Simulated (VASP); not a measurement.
Runs of VASP 6.6.1 on Nb. The structure is that of space group Im-3m (No. 229), or close to it. The cells are those of the table. 

```tsv
level	cell	cutoff (eV)	gap on the mesh (eV)	pressure (GPa)
PBE	a = 2.921 Å, angles 110.5, 110.5, 107.3°, 1 atom	500	none	(b)
r2SCAN	a = 2.863 Å, angles 109.5°, 1 atom	550	none	0.2
r2SCAN	a = 2.823 Å, angles 109.5°, 1 atom	550	none	8.2
r2SCAN	a = 2.843 Å, angles 109.5°, 1 atom	550	none	4.1
r2SCAN	a = 2.920 Å, angles 109.5°, 1 atom	550	none	(a)
r2SCAN	a = 2.901 Å, angles 109.5°, 1 atom	550	none	-6.6
r2SCAN	a = 2.939 Å, angles 109.5°, 1 atom	550	none	-12.1
```

Alike in all rows: task single point; potentials or basis VASP PAW PBE potentials, release 64 (Nb_sv); no spin polarisation; k mesh 11 × 11 × 11; smearing fermi-dirac 0.05 eV.

Question: Fill in the values left out.

Answer: (a) -9.5; (b) -8.3.

Caveats: the PAW data sets were made with another functional, which shifts forces and pressure a little (at least some runs); the cell stands under tension (at least some runs); the cell stands under pressure (at least some runs).

A k mesh can miss the band edges, and the runs leave out spin-orbit coupling on Nb.

A gap of «none» marks levels without a gap at the run's occupations.
